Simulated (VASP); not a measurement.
A run of VASP 6.6.1 is set up as follows.

Contents of INCAR:

```
ALGO     = Fast           # electronic algorithm
EDIFF    = 1E-7           # SCF threshold, eV
ENCUT    = 520            # plane-wave cutoff, eV
GGA      = PE             # functional
ISIF     = 2              # what is computed and relaxed
ISMEAR   = 0              # smearing method
LASPH    = True           # aspherical terms in the spheres
LCHARG   = True           # write CHGCAR
LELF     = True           # ELF
LREAL    = False          # projectors in reciprocal space
LVHAR    = True         
LWAVE    = False          # write WAVECAR
NBANDS   = 81             # bands
NELM     = 100            # most SCF steps
PREC     = Accurate       # precision mode
SIGMA    = 0.2            # smearing width, eV
```

File KPOINTS:

```
k-points
0
Gamma
  8 8 1
```

The input POSCAR:

```
Cu5Mo
1.0
    2.6070301736      0.0000000000      0.0000000000
    0.0000000000      2.6070301736      0.0000000000
    0.0000000000      0.0000000000     22.3171078784
Cu Mo
10 2
Direct
    0.5000000000      1.0000000000      0.6982829660
    0.0000000000      0.5000000000      0.6190452777
    0.5000000000      1.0000000000      0.5396728259
    0.5000000000      1.0000000000      0.8575581253
    0.0000000000      0.5000000000      0.7775516178
    0.0000000000      0.5000000000      0.1424418747
    0.5000000000      0.0000000000      0.2224483822
    0.0000000000      0.5000000000      0.3017170340
    0.5000000000      0.0000000000      0.3809547223
    0.0000000000      0.5000000000      0.4603271741
    1.0000000000      0.5000000000      0.9478220479
    0.5000000000      1.0000000000      0.0521779521
```

Potentials or basis: VASP PAW PBE potentials, release 64 (Cu, Mo_sv).

Run with:

```console
$ cat potpaw_PBE.64/Cu/POTCAR potpaw_PBE.64/Mo_sv/POTCAR > POTCAR
$ mpirun -np 1 vasp_std > vasp.out
```

(1) Estimate the largest force.

(2) What does it give for the band gap on the k mesh?

(3) What does it give for the pressure?

## Answers

(1) 0.155 eV/Å.

(2) zero (band 69 reaches 10.84 eV, above the bottom of band 70 at 6.93 eV).

(3) 0.9 GPa.
